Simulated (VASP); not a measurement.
# Sb (R-3m) in VASP: single point with r2SCAN

Aim: the single point of Sb with r2SCAN.

Program: VASP 6.6.1. These are calculated values, not measurements. Logs are shortened: lines on timing, memory, paths and dates and some standing lists are left out, and cuts for length are marked.

**1. The cell of the first run**

It takes space group R-3m (No. 166, trigonal). Conventional cell: a = 4.313 Å, b = 4.313 Å, c = 11.250 Å, α = 90.00°, β = 90.00°, γ = 120.00°. Within 3.8 Å of Sb (site symmetry 3m) lie 6 Sb at 2.91 to 3.35 Å.

**2. Single point, r2SCAN**

POSCAR reads:

```
Sb
1.0
    2.1564921147      1.2450513030      3.7499488111
   -2.1564921147      1.2450513030      3.7499488111
    0.0000000000     -2.4901026059      3.7499488111
Sb
2
Direct
    0.2336185136      0.2336185136      0.2336185136
    0.7663814864      0.7663814864      0.7663814864
```

INCAR.step1 reads:

```
SYSTEM = Sb
PREC     = Accurate       ! precision mode
ENCUT    = 550            ! plane-wave cutoff, eV
ISMEAR   = 0              ! smearing method
SIGMA    = 0.05           ! smearing width, eV
LREAL    = .False.        ! projectors in reciprocal space
LASPH    = .True.         ! aspherical terms in the spheres
NELM     = 120            ! most SCF steps
NBANDS   = 22             ! bands
GGA      = PE             ! functional
ALGO     = Normal         ! electronic algorithm
EDIFF    = 1E-5           ! SCF threshold, eV
LWAVE    = .True.         ! write WAVECAR
LCHARG   = .False.        ! write CHGCAR
GGA_COMPAT= .False.
```

INCAR.step2 reads:

```
SYSTEM = Sb
PREC     = Accurate       ! precision mode
ENCUT    = 550            ! plane-wave cutoff, eV
EDIFF    = 1E-6           ! SCF threshold, eV
ISMEAR   = 0              ! smearing method
SIGMA    = 0.05           ! smearing width, eV
LREAL    = .False.        ! projectors in reciprocal space
LASPH    = .True.         ! aspherical terms in the spheres
NELM     = 120            ! most SCF steps
ALGO     = Normal         ! electronic algorithm
ISIF     = 2              ! what is computed and relaxed
LWAVE    = .False.        ! write WAVECAR
LCHARG   = .True.         ! write CHGCAR
METAGGA  = R2SCAN         ! meta-GGA
LMIXTAU  = .True.       
LELF     = .True.         ! ELF
LVHAR    = .True.       
NBANDS   = 22             ! bands
ISTART   = 1            
GGA_COMPAT= .False.
```

KPOINTS reads:

```
Automatic mesh
0
Gamma
  10 10 10
  0 0 0
```

Potentials or basis: VASP PAW PBE potentials, release 64 (Sb_d_GW).

Command:

```bash
> cat potpaw_PBE.64/Sb_d_GW/POTCAR > POTCAR
> cp INCAR.step1 INCAR
> mpirun -np 1 vasp_std > vasp.out
> cp INCAR.step2 INCAR
> mpirun -np 1 vasp_std > vasp.out
```

OUTCAR:

```text
SYSTEM = Sb
   PREC = Accurate
   ENCUT = 550
   EDIFF = 1E-6
   ISMEAR = 0
   LREAL = .False.
   LASPH = .True.
   NELM = 120
   ISIF = 2
   METAGGA = R2SCAN
   ISTART = 1

 ion  position               nearest neighbor table
   1  0.234  0.234  0.234-   2 2.91   2 2.91   2 2.91   2 3.35   2 3.35   2 3.35
   2  0.766  0.766  0.766-   1 2.91   1 2.91   1 2.91   1 3.35   1 3.35   1 3.35

  LATTYP: Found a trigonal (rhomboedric) cell.
 ALAT       =     4.5014138972
 COS(alpha) =     0.5409839728

  Lattice vectors:

 A1 = (   2.1564921147,   1.2450513030,   3.7499488111)
 A2 = (  -2.1564921147,   1.2450513030,   3.7499488111)
 A3 = (   0.0000000000,  -2.4901026059,   3.7499488111)

Analysis of symmetry for initial positions (statically):
=====================================================================
 Subroutine PRICEL returns:
 Original cell was already a primitive cell.

 Routine SETGRP: Setting up the symmetry group for a
 trigonal (rhombohedral) supercell.

 Subroutine GETGRP returns: Found 12 space group operations
 (whereof 12 operations were pure point group operations)
 out of a pool of 12 trial point group operations.

The static configuration has the point symmetry D_3d.

Analysis of symmetry for dynamics (positions and initial velocities):
=====================================================================
 Subroutine PRICEL returns:
 Original cell was already a primitive cell.

 Routine SETGRP: Setting up the symmetry group for a
 trigonal (rhombohedral) supercell.

 Subroutine GETGRP returns: Found 12 space group operations
 (whereof 12 operations were pure point group operations)
 out of a pool of 12 trial point group operations.

The dynamic configuration has the point symmetry D_3d.

 Subroutine INISYM returns: Found 12 space group operations
 (whereof 12 operations are pure point group operations),
 and found     1 'primitive' translations

----------------------------------------------------------------------------------------

                                     Primitive cell

  volume of cell :      60.4104

  direct lattice vectors                    reciprocal lattice vectors
     2.156492115  1.245051303  3.749948811     0.231858024  0.133863292  0.088890102
    -2.156492115  1.245051303  3.749948811    -0.231858024  0.133863292  0.088890102
     0.000000000 -2.490102606  3.749948811     0.000000000 -0.267726585  0.088890102

  length of vectors
     4.501413897  4.501413897  4.501413897     0.282097456  0.282097456  0.282097456

  position of ions in fractional coordinates (direct lattice)
     0.233618514  0.233618514  0.233618514
     0.766381486  0.766381486  0.766381486

  ion indices of the primitive-cell ions
   primitive index   ion index
                 1           1
                 2           2

----------------------------------------------------------------------------------------

 KPOINTS: Automatic mesh

Automatic generation of k-mesh.
 Grid dimensions read from file:
 generate k-points for:   10   10   10

 Generating k-lattice:

  Cartesian coordinates                     Fractional coordinates (reciprocal lattice)
     0.023185802  0.013386329  0.008889010     0.100000000  0.000000000  0.000000000
    -0.023185802  0.013386329  0.008889010     0.000000000  0.100000000  0.000000000
     0.000000000 -0.026772658  0.008889010     0.000000000  0.000000000  0.100000000

  Length of vectors
     0.028209746  0.028209746  0.028209746

  Shift w.r.t. Gamma in fractional coordinates (k-lattice)
     0.000000000  0.000000000  0.000000000

 Subroutine IBZKPT returns following result:
 ===========================================

 Found    116 irreducible k-points:

 Following reciprocal coordinates:
            Coordinates               Weight
  0.000000  0.000000  0.000000      1.000000
  0.100000  0.000000 -0.000000      6.000000
  0.200000  0.000000 -0.000000      6.000000
  0.300000  0.000000  0.000000      6.000000
  0.400000  0.000000 -0.000000      6.000000
  0.500000  0.000000  0.000000      3.000000
[... 16 lines left out ...]
  0.300000  0.300000  0.000000      6.000000
  0.400000  0.300000 -0.000000     12.000000
 [... further k-points ...]
   k-points           NKPTS =    116   k-points in BZ     NKDIM =    116   number of bands    NBANDS=     22
   number of dos      NEDOS =    301   number of ions     NIONS =      2
   total plane-waves  NPLWV =  46656
   dimension x,y,z NGX =    36 NGY =   36 NGZ =   36
   dimension x,y,z NGXF=    72 NGYF=   72 NGZF=   72
   ions per type =               2
   NGX,Y,Z   is equivalent  to a cutoff of  13.30, 13.30, 13.30 a.u.
   NGXF,Y,Z  is equivalent  to a cutoff of  26.59, 26.59, 26.59 a.u.
 SYSTEM =  Sb
   PREC   = accura    normal or accurate (medium, high low for compatibility)
   ISTART =      1    job   : 0-new  1-cont  2-samecut
   ICHARG =      0    charge: 1-file 2-atom 10-const
   ISPIN  =      1    spin polarized calculation?
   LNONCOLLINEAR =      F non collinear calculations
   LSORBIT =      F    spin-orbit coupling
   LASPH  =      T    aspherical Exc in radial PAW
   ENCUT  =  550.0 eV  40.42 Ry    6.36 a.u.   8.61  8.61  8.61*2*pi/ulx,y,z
   NELM   =    120;   NELMIN=  2; NELMDL=  0     # of ELM steps
   EDIFF  = 0.1E-05   stopping-criterion for ELM
   LREAL  =      F    real-space projection
   EDIFFG = 0.1E-04   stopping-criterion for IOM
   NSW    =      0    number of steps for IOM
   IBRION =     -1    ionic relax: 0-MD 1-quasi-New 2-CG
   NFREE  =      0    steps in history (QN), initial steepest desc. (CG)
   ISIF   =      2    stress and relaxation
   ISYM   =      2    0-nonsym 1-usesym 2-fastsym
   POTIM  = 0.5000    time-step for ionic-motion
   TEBEG  =    0.0;   TEEND  =   0.0 temperature during run
   PSTRESS=    0.0 pullay stress
   NELECT =      30.0000    total number of electrons
   NUPDOWN=      -1.0000    fix difference up-down
   EMIN   =  10.00;   EMAX   =-10.00  energy-range for DOS
   EFERMI =   0.00;   METHOD = LEGACY
   ISMEAR =     0;   SIGMA  =   0.05  broadening in eV -4-tet -1-fermi 0-gaus
   EFERMI_NEDOS =   21; number of points for ismear=-14 and -15
   IALGO  =     38    algorithm
   IMIX   =      4    mixing-type and parameters
     AMIX     =   0.40;   BMIX     =  1.00
     AMIX_MAG =   1.60;   BMIX_MAG =  1.00
  volume/ion in A,a.u.               =      30.21       203.83
  Fermi-wavevector in a.u.,A,eV,Ry     =   1.296417  2.449873 22.867267  1.680697
  Thomas-Fermi vector in A             =   2.427875
   LORBIT       =      0    0 simple, 1 ext, 2 COOP (PROOUT), +10 PAW based schemes
   METAGGA = R2SCAN    functional components
   LHFCALC =     F    Hartree Fock is set to
   AEXX    =    0.0000 exact exchange contribution
   IVDW    =     0    specifies the selected vdW correction
   LEPSILON=     F    determine dielectric tensor
   LRPA    =     F    only Hartree local field effects (RPA)
 non-spin polarized calculation
 Gauss-broadening in eV      SIGMA  =   0.05
  energy-cutoff  :      550.00
  volume of cell :       60.41
 maximum number of plane-waves:      1785
   NGX = 17   NGY = 17   NGZ = 17

 number of electron      30.0000007 magnetization

 Free energy of the ion-electron system (eV)
  ---------------------------------------------------
  ext. energy  EPLUGINS =         0.00000000
  ---------------------------------------------------
  free energy    TOTEN  =       -51.44772632 eV

  energy without entropy =      -51.44748384  energy(sigma->0) =      -51.44760508

 E-fermi :   5.3689     XC(G=0): -10.6607

 val. band max:        5.2991604358   @ k =   0.4000   0.1000   0.1000
 cond. band min:       5.3737790350   @ k =   0.4000   0.3000   0.3000
 fundamental gap:      0.0746185992
 Fermi energy:         5.3688828717

 k-point     1 :       0.0000    0.0000    0.0000
  band No.  band energies     occupation
      1     -24.9983      2.00000
      2     -24.9983      2.00000
      3     -24.9005      2.00000
      4     -24.9005      2.00000
      5     -24.8711      2.00000
      6     -24.7758      2.00000
[... 14 lines left out ...]
     21      10.9852      0.00000
     22      12.4405      0.00000

 k-point     2 :       0.1000    0.0000   -0.0000
  band No.  band energies     occupation
      1     -24.9939      2.00000
      2     -24.9921      2.00000
      3     -24.8984      2.00000
      4     -24.8969      2.00000
      5     -24.8685      2.00000
      6     -24.7786      2.00000
[... 14 lines left out ...]
     21      10.8260      0.00000
     22      13.2343      0.00000

 k-point     3 :       0.2000    0.0000   -0.0000
  band No.  band energies     occupation
      1     -24.9815      2.00000
      2     -24.9740      2.00000
      3     -24.8925      2.00000
      4     -24.8864      2.00000
      5     -24.8607      2.00000
      6     -24.7870      2.00000
[... 14 lines left out ...]
     21      11.3298      0.00000
     22      14.8809      0.00000

 k-point     4 :       0.3000    0.0000    0.0000
  band No.  band energies     occupation
      1     -24.9642      2.00000
      2     -24.9464      2.00000
      3     -24.8848      2.00000
      4     -24.8707      2.00000
      5     -24.8484      2.00000
      6     -24.8011      2.00000
[... 14 lines left out ...]
     21      12.3559      0.00000
     22      16.8920      0.00000

 k-point     5 :       0.4000    0.0000   -0.0000
  band No.  band energies     occupation
      1     -24.9477      2.00000
      2     -24.9136      2.00000
      3     -24.8778      2.00000
      4     -24.8523      2.00000
      5     -24.8377      2.00000
      6     -24.8205      2.00000
[... 417 lines left out ...]
 k-point    22 :      -0.2000    0.2000    0.0000
  band No.  band energies     occupation
      1     -24.9766      2.00000
      2     -24.9189      2.00000
      3     -24.8822      2.00000
      4     -24.8721      2.00000
      5     -24.8357      2.00000
      6     -24.8228      2.00000
[... 14 lines left out ...]
     21      14.0775      0.00000
     22      14.6518      0.00000

 k-point    23 :       0.3000    0.3000    0.0000
  band No.  band energies     occupation
      1     -24.9936      2.00000
      2     -24.9187      2.00000
      3     -24.8965      2.00000
      4     -24.8631      2.00000
      5     -24.8437      2.00000
      6     -24.8065      2.00000
[... 14 lines left out ...]
     21      13.8125      0.00000
     22      14.8765      0.00000

 k-point    24 :       0.4000    0.3000   -0.0000
  band No.  band energies     occupation
      1     -24.9883      2.00000
      2     -24.9069      2.00000
      3     -24.8918      2.00000
      4     -24.8562      2.00000
      5     -24.8363      2.00000
      6     -24.8177      2.00000
[... 14 lines left out ...]
     21      14.8776      0.00000
     22      15.3985      0.00000

 [... further k-points ...]
[... 5 lines left out ...]
  --------------------------------------------------------------------------------------
  -------------------------------------------------------------------------------------
  Total        0.6030273      0.6030273      0.6046298      0.0000000      0.0000000      0.0000000
  in kB       15.9932163     15.9932163     16.0357182      0.0000000      0.0000000      0.0000000
  external PRESSURE =      16.0073836 kB  Pullay stress =       0.0000000 kB

 VOLUME and BASIS-vectors are now :
 -----------------------------------------------------------------------------
  energy-cutoff  :      550.00
  volume of cell :       60.41
      direct lattice vectors                 reciprocal lattice vectors
     2.156492115  1.245051303  3.749948811     0.231858024  0.133863292  0.088890102
    -2.156492115  1.245051303  3.749948811    -0.231858024  0.133863292  0.088890102
     0.000000000 -2.490102606  3.749948811     0.000000000 -0.267726585  0.088890102

 POSITION                                       TOTAL-FORCE (eV/Angst)
 -----------------------------------------------------------------------------------
      0.00000      0.00000      2.62817         0.000000      0.000000      0.019444
      0.00000      0.00000      8.62167         0.000000     -0.000000     -0.019444
 -----------------------------------------------------------------------------------
    total drift:                                0.000000     -0.000000      0.000000

  FREE ENERGIE OF THE ION-ELECTRON SYSTEM (eV)
  ---------------------------------------------------
  free  energy   TOTEN  =       -51.4477263158 eV

  energy  without entropy=      -51.4474838443  energy(sigma->0) =      -51.44760508
```

Run time: 4.4 min. Hardware: 1 thread of Intel Xeon 6975P-C (Granite Rapids), shared host; peak memory 0.34 GiB.

What came out:

- Free energy: -51.4477 eV
- Pressure: 1.6 GPa
- Largest force: 0.019 eV/Å
- Band gap on the k mesh: zero (bands 15 and 16 overlap by 0.10 eV)

Forces in eV/Å, atoms in the order of the input:
```
Sb   0.000  0.000  0.019
Sb   0.000  0.000 -0.019
```

Levels at points of the mesh, in eV from the Fermi level:
```csv
k point,band 13,band 14,band 15,band 16,band 17,band 18
"(0.00, 0.00, 0.00)",-2.30,-2.06,-2.06,2.15,2.77,2.77
"(0.50, 0.00, 0.00)",-2.17,-2.02,-0.41,-0.09,0.31,0.44
"(0.50, 0.50, 0.00)",-5.76,-4.05,-3.98,1.70,5.15,5.81
"(0.50, 0.50, 0.50)",-1.52,-1.52,-0.35,0.02,0.02,1.20
```

Caveat: the PAW data sets were made with another functional, which shifts forces and pressure a little; spin-orbit coupling is left out, which moves the levels of the heavy elements.
